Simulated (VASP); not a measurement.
Si5Mo:

```
Si Mo
1.0
     2.75471    0.00000    0.00000
    -1.37736    2.38565    0.00000
     0.00000    0.00000   13.38993
Si Mo
5 1
Direct
  0.66667 0.33333 0.83533
  0.00000 0.00000 0.66764
  0.66667 0.33333 0.50000
  0.00000 0.00000 0.33236
  0.66667 0.33333 0.16467
  0.00000 0.00000 0.00000
```

The cell was built from a structure type or drawn by symmetry, and may not be a known phase.

* Program: VASP 6.6.1
* Task: relaxation of cell and atoms
* Functional: PBE
* Potentials or basis: VASP PAW PBE potentials, release 64 (Si, Mo_sv)
* Cutoff: 600 eV
* k mesh: 6 × 6 × 2
* Occupations: gaussian, width 0.1 eV
* Spin: no spin polarisation

At the start: pressure -0.3 GPa; volume 14.67 Å³/atom.

Question: How do energy, volume and symmetry change on relaxing?

Answer: Over 10 steps the energy falls by 115.9 meV/atom and the volume is 14.91 Å³/atom (+1.7 %); space group P-6m2 (No. 187, to 0.1 Å) before and after.

The path:
| step | energy change (eV) | largest force (eV/Å) | pressure (GPa) | volume (Å³) |
| --- | --- | --- | --- | --- |
| 1 | 0.0000 | 0.5588 | -0.32 | 88.00 |
| 2 | -0.1874 | 0.2063 | 0.55 | 87.57 |
| 3 | -0.5029 | 1.2712 | 7.44 | 85.68 |
| 4 | -0.5401 | 0.6380 | 5.15 | 86.26 |
| 5 | -0.6233 | 0.7298 | 2.25 | 88.44 |
| 6 | -0.6402 | 0.7502 | 0.19 | 90.30 |
| 7 | -0.6406 | 0.7540 | 0.38 | 90.15 |
| 8 | -0.6662 | 0.5160 | -0.34 | 90.35 |
| 9 | -0.6868 | 0.0945 | -1.62 | 90.72 |
| 10 | -0.6953 | 0.0194 | -0.08 | 89.49 |

Final structure:
```yaml
crystal:
  lattice:
    - [2.95098, 0.00000, 0.00000]
    - [-1.47549, 2.55562, 0.00000]
    - [0.00000, 0.00000, 11.86589]
  atoms:
    - { symbol: Si, position: [0.66667, 0.33333, 0.83713] }
    - { symbol: Si, position: [0.00000, 0.00000, 0.66985] }
    - { symbol: Si, position: [0.66667, 0.33333, 0.50000] }
    - { symbol: Si, position: [0.00000, 0.00000, 0.33015] }
    - { symbol: Si, position: [0.66667, 0.33333, 0.16287] }
    - { symbol: Mo, position: [0.00000, 0.00000, 0.00000] }
```

Caveat: the k points lie up to 0.41 Å⁻¹ apart in the final cell, too coarse for converged energies and pressures of a metal.
